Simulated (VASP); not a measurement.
Set up this calculation in VASP 6.6.1, as the native input.

| Quantity | Value |
| --- | --- |
| Task | single point |
| Functional | HSE06 |
| Potentials or basis | VASP PAW PBE potentials, release 64 (Ga_d) |
| Cutoff | 520 eV |
| k mesh | 8 × 8 × 8 |
| Occupations | fermi-dirac, width 0.05 eV |
| Spin | no spin polarisation |
| Dipole correction | no |
| Grid for exact exchange (PRECFOCK) | Normal |
| Further INCAR settings | ALGO = Normal; EDIFF = 1e-06; NBANDS = 12 |
| Share of exact exchange | 0.25 |
| Screening parameter | 0.2079 1/Å |

The system is Ga.

```xyz
1
Lattice="-1.3751 1.3751 2.2957 1.3751 -1.3751 2.2957 1.3751 1.3751 -2.2957" Properties=species:S:1:pos:R:3 pbc="T T T"
Ga    0.0000    0.0000    0.0000
```

These files were run (other wordings do the same):

POSCAR

```
Ga
1.0
   -1.3751071731      1.3751071731      2.2957117997
    1.3751071731     -1.3751071731      2.2957117997
    1.3751071731      1.3751071731     -2.2957117997
Ga
1
Direct
    0.0000000000      0.0000000000      0.0000000000
```

INCAR.step1

```
ALGO = Normal
EDIFF = 1E-5
ENCUT = 520
GGA = PE
ISIF = 2
ISMEAR = -1
KPAR = 4
LASPH = True
LCHARG = False
LREAL = False
LWAVE = True
NBANDS = 12
NELM = 60
PREC = Accurate
SIGMA = 0.05
```

INCAR.step2

```
ALGO = Normal
EDIFF = 1E-6
ENCUT = 520
GGA = PE
HFSCREEN = 0.2079
ISIF = 2
ISMEAR = -1
ISTART = 1
KPAR = 4
LASPH = True
LCHARG = False
LHFCALC = True
LREAL = False
LWAVE = False
NBANDS = 12
NELM = 60
PREC = Accurate
PRECFOCK = Normal
SIGMA = 0.05
```

KPOINTS

```
k-points
0
Gamma
  8 8 8
```

Potentials or basis: VASP PAW PBE potentials, release 64 (Ga_d).

The run is started by

```bash
$ cat potpaw_PBE.64/Ga_d/POTCAR > POTCAR
$ cp INCAR.step1 INCAR
$ mpirun -np 4 vasp_std > vasp.out
$ cp INCAR.step2 INCAR
$ mpirun -np 4 vasp_std > vasp.out
```

Results of the run:

```yaml
Pressure: 4.2 GPa
Band_gap_on_the_k_mesh: zero (an odd number of electrons rules out a gap without spin polarisation)
```

Caveat: the cell stands under pressure; the PAW data sets were made with another functional, which shifts forces and pressure a little.

It took 33 min on 4 MPI ranks on Intel(R) Xeon(R) Platinum 8375C CPU @ 2.90GHz (Ice Lake), with other jobs on the host, peak memory 0.24 GiB a rank.
